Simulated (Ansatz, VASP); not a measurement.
MgTlSe in VASP and in Ansatz

```
Mg Tl Se
1.0
     3.68428    0.00000    0.00000
     0.00000    3.68428    0.00000
     0.00000    0.00000    5.98981
Mg Tl Se
1 1 1
Direct
  0.00000 0.00000 0.00000
  0.00000 0.00000 0.50000
  0.50000 0.50000 0.00000
```

Alike in both runs: task single point; functional PBE; k mesh 6 × 6 × 4; occupations gaussian, width 0.1 eV; no spin polarisation.

```csv
,VASP,Ansatz
version,VASP 6.6.1,Ansatz 0.2.0
potentials or method,"VASP PAW PBE potentials, release 64 (Mg, Tl_d, Se), cutoff 520 eV","scalar-relativistic, plane waves, PAW"
valence electrons in the cell,21,39
```

```tsv
	VASP	Ansatz	Ansatz less VASP
gap on the k mesh at the Fermi level (eV)	none	none	-
pressure (GPa)	2.0	2.1	+0.07
traceless stress, the component that is largest in VASP (GPa)	0.83	0.85	+0.020
```

A gap of «none» marks a metal or a gap that the smearing closes. VASP's potentials hold 21 valence electrons a cell and Ansatz's 39, so a difference there can come from the potentials and not from the codes.

Neither program's run includes spin-orbit coupling.
